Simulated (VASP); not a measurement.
# Ga2O (P-3m1) in VASP: a series of runs, part 2 of 2

VASP 6.6.1. The steps go on from the part before.

## Step 3: Single point, PBE (volume scaled by 1.02, then relaxed in part)

File INCAR:

```
ALGO = Normal
EDIFF = 1E-6
ENCUT = 520
GGA = PE
ISIF = 2
ISMEAR = -1
LASPH = T
LCHARG = T
LELF = T
LREAL = F
LVHAR = T
LWAVE = F
NBANDS = 41
NELM = 100
PREC = Accurate
SIGMA = 0.15
```

File KPOINTS:

```
k-points
0
Gamma
  12 12 4
```

File POSCAR:

```
Ga2O
1.0
    3.0551124343      0.0000000000      0.0000000000
   -1.5275562172      2.6458049796      0.0000000000
    0.0000000000      0.0000000000     13.6662263187
Ga O
4 2
Direct
    0.0000000000      0.0000000000      0.4078244330
    0.0000000000      0.0000000000      0.5921755670
    0.6666666667      0.3333333333      0.0919499286
    0.3333333333      0.6666666667      0.9080500714
    0.6666666667      0.3333333333      0.3512466192
    0.3333333333      0.6666666667      0.6487533808
```

Potentials or basis: VASP PAW PBE potentials, release 64 (Ga_d, O).

Launch:

```bash
$ cat potpaw_PBE.64/Ga_d/POTCAR potpaw_PBE.64/O/POTCAR > POTCAR
$ mpirun -np 1 vasp_std > vasp.out
```

OUTCAR:

```text
EDIFF = 1E-6
   ENCUT = 520
   GGA = PE
   ISIF = 2
   ISMEAR = -1
   LASPH = T
   LREAL = F
   NELM = 100
   PREC = Accurate

 ion  position               nearest neighbor table
   1  0.000  0.000  0.408-   5 1.93   5 1.93   5 1.93   2 2.52
   2  0.000  0.000  0.592-   6 1.93   6 1.93   6 1.93   1 2.52
   3  0.667  0.333  0.092-
   4  0.333  0.667  0.908-
   5  0.667  0.333  0.351-   1 1.93   1 1.93   1 1.93
   6  0.333  0.667  0.649-   2 1.93   2 1.93   2 1.93

  LATTYP: Found a hexagonal cell.
 ALAT       =     3.0551124343
 C/A-ratio  =     4.4732318737

  Lattice vectors:

 A1 = (   3.0551124343,   0.0000000000,   0.0000000000)
 A2 = (  -1.5275562172,   2.6458049796,   0.0000000000)
 A3 = (   0.0000000000,   0.0000000000,  13.6662263187)

Analysis of symmetry for initial positions (statically):
=====================================================================
 Subroutine PRICEL returns:
 Original cell was already a primitive cell.

 Routine SETGRP: Setting up the symmetry group for a
 hexagonal supercell.

 Subroutine GETGRP returns: Found 12 space group operations
 (whereof 12 operations were pure point group operations)
 out of a pool of 24 trial point group operations.

The static configuration has the point symmetry D_3d.

Analysis of symmetry for dynamics (positions and initial velocities):
=====================================================================
 Subroutine PRICEL returns:
 Original cell was already a primitive cell.

 Routine SETGRP: Setting up the symmetry group for a
 hexagonal supercell.

 Subroutine GETGRP returns: Found 12 space group operations
 (whereof 12 operations were pure point group operations)
[... 126 lines left out ...]
   EFERMI_NEDOS =   21; number of points for ismear=-14 and -15
   IALGO  =     38    algorithm
   IMIX   =      4    mixing-type and parameters
     AMIX     =   0.40;   BMIX     =  1.00
     AMIX_MAG =   1.60;   BMIX_MAG =  1.00
  volume/ion in A,a.u.               =      18.41       124.24
  Fermi-wavevector in a.u.,A,eV,Ry     =   1.364762  2.579026 25.341878  1.862576
  Thomas-Fermi vector in A             =   2.491050
   LORBIT       =      0    0 simple, 1 ext, 2 COOP (PROOUT), +10 PAW based schemes
   GGA     = PE    functional components
   LHFCALC =     F    Hartree Fock is set to
   AEXX    =    0.0000 exact exchange contribution
   IVDW    =     0    specifies the selected vdW correction
   LEPSILON=     F    determine dielectric tensor
   LRPA    =     F    only Hartree local field effects (RPA)
 non-spin polarized calculation
  energy-cutoff  :      520.00
  volume of cell :      110.47
 maximum number of plane-waves:      3000
 NGX is ok and might be reduce to    24
   NGX = 11   NGY = 11   NGZ = 51

 number of electron      63.9999984 magnetization

 Free energy of the ion-electron system (eV)
  ---------------------------------------------------
  ext. energy  EPLUGINS =         0.00000000
  ---------------------------------------------------
  free energy    TOTEN  =       -26.79509652 eV

  energy without entropy =      -26.70665231  energy(sigma->0) =      -26.75087441

 E-fermi :   3.8226     XC(G=0):  -9.6719

 val. band max:        3.8146951143   @ k =   0.0833   0.0000   0.2500
 cond. band min:       3.8780525880   @ k =   0.1667   0.1667   0.5000
 fundamental gap:      0.0633574736
 Fermi energy:         3.8226181367

 k-point     1 :       0.0000    0.0000    0.0000
  band No.  band energies     occupation
      1     -17.0340      2.00000
      2     -16.9733      2.00000
      3     -11.9105      2.00000
      4     -11.9105      2.00000
      5     -11.9012      2.00000
      6     -11.9012      2.00000
[... 1045 lines left out ...]
     40      11.9194      0.00000
     41      12.2373      0.00000

 [... further k-points ...]

------------------------ aborting loop because EDIFF is reached ----------------------------------------

  FORCE on cell =-STRESS in cart. coord.  units (eV):
  Direction    XX          YY          ZZ          XY          YZ          ZX
  --------------------------------------------------------------------------------------
  -------------------------------------------------------------------------------------
  Total        0.1731573      0.1731573     -0.0135953     -0.0000000      0.0000000      0.0000000
  in kB        2.5114113      2.5114113     -0.1971807     -0.0000000      0.0000000      0.0000000
  external PRESSURE =       1.6085473 kB  Pullay stress =       0.0000000 kB

 VOLUME and BASIS-vectors are now :
 -----------------------------------------------------------------------------
  energy-cutoff  :      520.00
  volume of cell :      110.47
      direct lattice vectors                 reciprocal lattice vectors
     3.055112434  0.000000000  0.000000000     0.327320196  0.188978403  0.000000000
    -1.527556217  2.645804980  0.000000000     0.000000000  0.377956806  0.000000000
     0.000000000  0.000000000 13.666226319     0.000000000  0.000000000  0.073173089

 POSITION                                       TOTAL-FORCE (eV/Angst)
 -----------------------------------------------------------------------------------
      0.00000      0.00000      5.57342        -0.000000      0.000000      0.046590
      0.00000      0.00000      8.09281         0.000000     -0.000000     -0.046590
      1.52756      0.88193      1.25661        -0.000000      0.000000      0.004245
     -0.00000      1.76387     12.40962         0.000000      0.000000     -0.004245
      1.52756      0.88193      4.80022        -0.000000     -0.000000     -0.053263
     -0.00000      1.76387      8.86601         0.000000     -0.000000      0.053263
 -----------------------------------------------------------------------------------
    total drift:                                0.000000      0.000000      0.000000

  FREE ENERGIE OF THE ION-ELECTRON SYSTEM (eV)
  ---------------------------------------------------
  free  energy   TOTEN  =       -26.7950965152 eV

  energy  without entropy=      -26.7066523057  energy(sigma->0) =      -26.75087441
```

OSZICAR:

```text
N       E                     dE             d eps       ncg     rms          rms(c)
DAV:   1     0.639928689128E+03    0.63993E+03   -0.30290E+04  6058   0.271E+03
DAV:   2     0.883606427903E+02   -0.55157E+03   -0.51992E+03  5938   0.649E+02
DAV:   3    -0.217922012843E+02   -0.11015E+03   -0.10635E+03  6667   0.199E+02
DAV:   4    -0.299023196633E+02   -0.81101E+01   -0.80215E+01  7629   0.558E+01
DAV:   5    -0.301029268316E+02   -0.20061E+00   -0.20027E+00  6690   0.818E+00    0.108E+01
DAV:   6    -0.268775320101E+02    0.32254E+01   -0.13592E+01  9772   0.306E+01    0.416E+00
DAV:   7    -0.268210425898E+02    0.56489E-01   -0.14197E+00  6500   0.693E+00    0.245E+00
DAV:   8    -0.268158238612E+02    0.52187E-02   -0.48004E-01  8243   0.376E+00    0.105E+00
DAV:   9    -0.267934362726E+02    0.22388E-01   -0.10088E-01  8252   0.275E+00    0.147E-01
DAV:  10    -0.267947329478E+02   -0.12967E-02   -0.10355E-02  6364   0.640E-01    0.566E-02
DAV:  11    -0.267950371184E+02   -0.30417E-03   -0.11586E-03  7356   0.272E-01    0.228E-02
DAV:  12    -0.267950834770E+02   -0.46359E-04   -0.15430E-04  6515   0.891E-02    0.106E-02
DAV:  13    -0.267950947680E+02   -0.11291E-04   -0.30659E-05  7292   0.346E-02    0.517E-03
DAV:  14    -0.267950965384E+02   -0.17704E-05   -0.42315E-06  5996   0.117E-02    0.124E-03
DAV:  15    -0.267950965152E+02    0.23230E-07   -0.55364E-07  4452   0.485E-03
   1 F= -.26795097E+02 E0= -.26750874E+02  d E =-.884442E-01
```

stdout:

```text
POSCAR found type information on POSCAR GaO
 POSCAR found :  2 types and       6 ions
 scaLAPACK will be used
 LDA part: xc-table for (Slater+PW92), standard interpolation
 POSCAR, INCAR and KPOINTS ok, starting setup
 FFT: planning ... GRIDC
 FFT: planning ... GRID_SOFT
 FFT: planning ... GRID
 WAVECAR not read
 entering main loop
```

It took 4 min on 1 thread of Intel Xeon Platinum 8488C (Sapphire Rapids), shared host; peak memory 0.39 GiB.

What came out:

- Free energy: -26.7951 eV
- Pressure: 0.2 GPa
- Largest force: 0.053 eV/Å
- Band gap on the k mesh: zero (band 32 reaches 4.46 eV, above the bottom of band 33 at 2.69 eV)

Forces in eV/Å, atoms in the order of the input:
```
Ga   0.000  0.000  0.047
Ga   0.000  0.000 -0.047
Ga   0.000  0.000  0.004
Ga   0.000  0.000 -0.004
O    0.000  0.000 -0.053
O    0.000  0.000  0.053
```

Levels at points of the mesh, in eV from the Fermi level:
```csv
k point,band 29,band 30,band 31,band 32,band 33,band 34,band 35,band 36
"(0.00, 0.00, 0.00)",-4.00,-4.00,-3.08,-1.43,-0.55,2.62,3.24,7.17
"(0.50, 0.00, 0.00)",-4.52,-3.71,-2.45,-1.67,-1.13,0.70,2.87,3.55
"(0.00, 0.00, 0.50)",-4.00,-4.00,-2.83,-1.88,-0.20,2.23,3.65,6.56
"(0.50, 0.00, 0.50)",-4.52,-3.71,-2.42,-1.72,-1.12,0.70,2.87,3.58
```

Caveat: the cell differs from its parent crystal (volume scaled by 1.02, then relaxed in part).

## Step 4: Relaxation of cell and atoms, PBE, target pressure 25 GPa, at which the enthalpy is minimised

This run uses another cell than the first one, of 14.30 Å³/atom, 0.792 times its volume.

File INCAR:

```
SYSTEM = Ga2O
PREC     = Accurate       ! precision mode
ENCUT    = 600            ! plane-wave cutoff, eV
EDIFF    = 1E-6           ! SCF threshold, eV
ISMEAR   = -1             ! smearing method
SIGMA    = 0.15           ! smearing width, eV
LREAL    = .FALSE.        ! projectors in reciprocal space
LASPH    = .TRUE.         ! aspherical terms in the spheres
NELM     = 60             ! most SCF steps
ALGO     = Normal         ! electronic algorithm
ISIF     = 3              ! what is computed and relaxed
LWAVE    = .FALSE.        ! write WAVECAR
LCHARG   = .FALSE.        ! write CHGCAR
GGA      = PE             ! functional
IBRION   = 2              ! ionic algorithm
NSW      = 80             ! ionic steps
EDIFFG   = -0.001         ! ionic threshold
PSTRESS  = 250.0
```

File KPOINTS:

```
Automatic mesh
0
G
  12 12 4
  0 0 0
```

File POSCAR:

```
Ga2O
1.0
    2.9822843167      0.0000000000      0.0000000000
   -1.4911421584      2.5827339796      0.0000000000
    0.0000000000      0.0000000000     11.1363582007
Ga O
4 2
Direct
    0.0000000000      0.0000000000      0.3900899615
    0.0000000000      0.0000000000      0.6099100385
    0.6666666667      0.3333333333      0.1034589516
    0.3333333333      0.6666666667      0.8965410484
    0.6666666667      0.3333333333      0.3085546212
    0.3333333333      0.6666666667      0.6914453788
```

Launch:

```bash
$ cat potpaw_PBE.64/Ga_d/POTCAR potpaw_PBE.64/O/POTCAR > POTCAR
$ mpirun -np 1 vasp_std > vasp.out
```

It took 55 min on 1 thread of Intel Xeon Platinum 8488C (Sapphire Rapids), shared host; peak memory 0.38 GiB.

Results (log left out):

| Item | Value |
| --- | --- |
| Free energy | -25.3065 eV |
| Relaxed volume | 12.27 Å³/atom |
| Relaxed cell | a = 2.818 Å, b = 2.818 Å, c = 10.705 Å, α = 90.00°, β = 90.00°, γ = 120.00° |
| Space group after relaxing (to 0.05 Å) | P-3m1 (No. 164) |
| Energy change on relaxing (the enthalpy is what falls) | +194.0 meV/atom |
| Ionic steps | 50 |
| Pressure after relaxing | 25.0 GPa |
| Band gap on the k mesh | zero (band 32 reaches 9.08 eV, above the bottom of band 33 at 7.13 eV) |

Step by step:
| step | energy change (eV) | largest force (eV/Å) | pressure (GPa) | volume (Å³) |
| --- | --- | --- | --- | --- |
| 1 | 0.0000 | 0.0657 | 8.26 | 85.78 |
| 3 | 0.8897 | 1.1752 | 24.76 | 76.68 |
| 5 | 1.0427 | 0.6282 | 24.89 | 74.97 |
| 7 | 1.1842 | 0.3135 | 25.02 | 73.56 |
| 9 | 1.1809 | 0.1408 | 25.64 | 73.55 |
| 11 | 1.1099 | 0.0741 | 24.28 | 74.00 |
| 13 | 1.1342 | 0.0700 | 24.65 | 73.84 |
| 15 | 1.1475 | 0.0488 | 24.95 | 73.75 |
| 17 | 1.1682 | 0.0198 | 25.20 | 73.61 |
| 19 | 1.1652 | 0.0189 | 25.09 | 73.63 |
| 21 | 1.1631 | 0.0177 | 25.03 | 73.65 |
| 23 | 1.1630 | 0.0124 | 25.03 | 73.65 |
| 25 | 1.1607 | 0.0074 | 25.05 | 73.66 |
| 27 | 1.1626 | 0.0055 | 24.99 | 73.65 |
| 29 | 1.1636 | 0.0042 | 25.06 | 73.64 |
| 31 | 1.1636 | 0.0032 | 25.00 | 73.64 |
| 33 | 1.1632 | 0.0017 | 24.99 | 73.65 |
| 35 | 1.1628 | 0.0044 | 25.01 | 73.65 |
| 37 | 1.1624 | 0.0035 | 24.95 | 73.65 |
| 39 | 1.1627 | 0.0016 | 24.98 | 73.65 |
| 41 | 1.1630 | 0.0028 | 24.98 | 73.65 |
| 43 | 1.1632 | 0.0017 | 24.94 | 73.65 |
| 45 | 1.1636 | 0.0032 | 25.01 | 73.64 |
| 47 | 1.1636 | 0.0015 | 24.99 | 73.64 |
| 49 | 1.1637 | 0.0019 | 25.00 | 73.64 |
| 50 | 1.1637 | 0.0006 | 24.99 | 73.64 |

Final structure:
```
Ga O
1.0
     2.81839    0.00000    0.00000
    -1.40920    2.44080    0.00000
     0.00000    0.00000   10.70521
Ga O
4 2
Direct
  0.00000 0.00000 0.39098
  0.00000 0.00000 0.60902
  0.66667 0.33333 0.10265
  0.33333 0.66667 0.89735
  0.66667 0.33333 0.29425
  0.33333 0.66667 0.70575
```

Levels at points of the mesh, in eV from the Fermi level:
```csv
k point,band 29,band 30,band 31,band 32,band 33,band 34,band 35,band 36
"(0.00, 0.00, 0.00)",-4.41,-4.39,-4.39,-0.41,0.55,4.02,6.10,9.31
"(0.50, 0.00, 0.00)",-4.87,-4.75,-4.08,-2.03,-0.15,-0.10,2.83,2.91
"(0.00, 0.00, 0.50)",-4.39,-4.39,-3.55,-2.08,2.08,3.02,6.69,8.86
"(0.50, 0.00, 0.50)",-5.15,-4.69,-3.85,-1.58,-1.00,0.02,2.93,3.42
```

Caveat: the cell is relaxed towards a set pressure, so the enthalpy falls and the energy may rise.

## Step 5: Summary

```tsv
task	cell	cutoff (eV)	gap on the mesh (eV)	pressure (GPa)	largest force (eV/Å)
single point	a = 3.055, b = 3.055, c = 13.397 Å, angles 90.0, 90.0, 120.0°, 6 atoms	520	none	0.3	0.06
single point	a = 3.055, b = 3.055, c = 13.666 Å, angles 90.0, 90.0, 120.0°, 6 atoms	520	none	0.2	0.05
relaxation of cell and atoms	relaxed to 25 GPa from a = 2.982, b = 2.982, c = 11.136 Å, angles 90.0, 90.0, 120.0°, 6 atoms	600	none	25.0	-
```

Alike in all rows: level PBE; potentials or basis VASP PAW PBE potentials, release 64 (Ga_d, O); no spin polarisation; k mesh 12 × 12 × 4; smearing fermi-dirac 0.15 eV.

Caveats: the cell is relaxed towards a set pressure, so the enthalpy falls and the energy may rise (some runs).

Total energies depend on the potentials used, so only differences within one code and one set of settings carry meaning.
